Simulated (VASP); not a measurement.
Set up this calculation in VASP 6.6.1, as the native input.

* Task: single point
* Functional: PBE
* Potentials or basis: VASP PAW PBE potentials, release 64 (Ga_d, N)
* Cutoff: 520 eV
* k mesh: 9 × 9 × 4
* Occupations: gaussian, width 0.01 eV
* Spin: no spin polarisation
* Dipole correction: no
* Further INCAR settings: ALGO = Normal; EDIFF = 1e-07; NBANDS = 26

The structure of GaN lies in POSCAR:

```
GaN
1.0
    3.1527318970      0.0000000000      0.0000000000
   -1.5763659485      2.7303459142      0.0000000000
    0.0000000000      0.0000000000      5.1358101053
Ga N
2 2
Direct
    0.3333333333      0.6666666667     -0.0008671765
    0.6666666667      0.3333333333      0.4991328235
    0.3333333333      0.6666666667      0.3758671765
    0.6666666667      0.3333333333      0.8758671765
```

This cell differs from its parent crystal: volume changed by -6%.

These files were run (other wordings do the same):

INCAR

```
PREC = Accurate
ENCUT = 520
EDIFF = 1E-7
ISMEAR = 0
SIGMA = 0.01
LREAL = F
LASPH = T
NELM = 60
ALGO = Normal
ISIF = 2
LWAVE = F
LCHARG = F
GGA = PE
NBANDS = 26
```

KPOINTS

```
regular mesh
0
Gamma
  9 9 4
```

Potentials or basis: VASP PAW PBE potentials, release 64 (Ga_d, N).

Launch:

```bash
$ cat potpaw_PBE.64/Ga_d/POTCAR potpaw_PBE.64/N/POTCAR > POTCAR
$ mpirun -np 1 vasp_std > vasp.out
```

It gave:

```
Pressure               : 12.2 GPa
Largest force          : 0.012 eV/Å
Band gap on the k mesh : 2.13 eV, direct
```

Wall time 87 s on 1 thread of AMD EPYC 7R13, with other jobs on the host, peak memory 0.15 GiB.
